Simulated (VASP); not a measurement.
Set up this calculation in VASP 6.6.1, as the native input.

```
Task                   : single point
Functional             : PBE
Potentials or basis    : VASP PAW PBE potentials, release 64 (Mn_pv, Sb)
Cutoff                 : 520 eV
k mesh                 : 12 × 12 × 8
Occupations            : gaussian, width 0.1 eV
Spin                   : collinear spin, ferromagnetic start
Starting moments       : [2.47, 2.47, 0.0, 0.0] μB
Dipole correction      : no
Further INCAR settings : ALGO = Normal; EDIFF = 1e-06; NBANDS = 30
```

The structure of MnSb lies in POSCAR:

```
MnSb
1.0
    3.7016125977      0.0000000000      0.0000000000
   -1.8508062988      3.2056905446      0.0000000000
    0.0000000000      0.0000000000      5.0076145185
Mn Sb
2 2
Direct
    0.0000000000      0.0000000000      0.0000000000
    0.0000000000      0.0000000000      0.5000000000
    0.3333333333      0.6666666667      0.2500000000
    0.6666666667      0.3333333333      0.7500000000
```

The input as run:

INCAR

```
SYSTEM = MnSb
PREC = Accurate ; ENCUT = 520
EDIFF = 1E-6 ; ISMEAR = 0
SIGMA = 0.1 ; LREAL = .FALSE.
LASPH = .TRUE. ; NELM = 150
ALGO = Normal ; ISIF = 2
LWAVE = .FALSE. ; LCHARG = .FALSE.
ISPIN = 2 ; MAGMOM = 2.47 2.47 0 0
LORBIT = 11 ; LMAXMIX = 4
GGA = PE ; NBANDS = 30
```

KPOINTS

```
regular mesh
0
G
  12 12 8
  0 0 0
```

Potentials or basis: VASP PAW PBE potentials, release 64 (Mn_pv, Sb).

Command:

```sh
$ cat potpaw_PBE.64/Mn_pv/POTCAR potpaw_PBE.64/Sb/POTCAR > POTCAR
$ mpirun -np 1 vasp_std > vasp.out
```

Results of the run:

```json
{
  "Pressure": "39.5 GPa",
  "Net moment": "3.09 μB per cell",
  "Site moments": "Mn +1.59; Sb -0.07 μB",
  "Valence electrons inside the program's atomic spheres": "Mn 12.17; Sb 2.67"
}
```

Caveat: the cell stands under pressure; the run started ferromagnetic, and an antiferromagnetic order may lie lower in energy.

Run time: 120 s on 1 thread of Intel(R) Xeon(R) 6975P-C (Granite Rapids), on a shared host, peak memory 0.37 GiB.
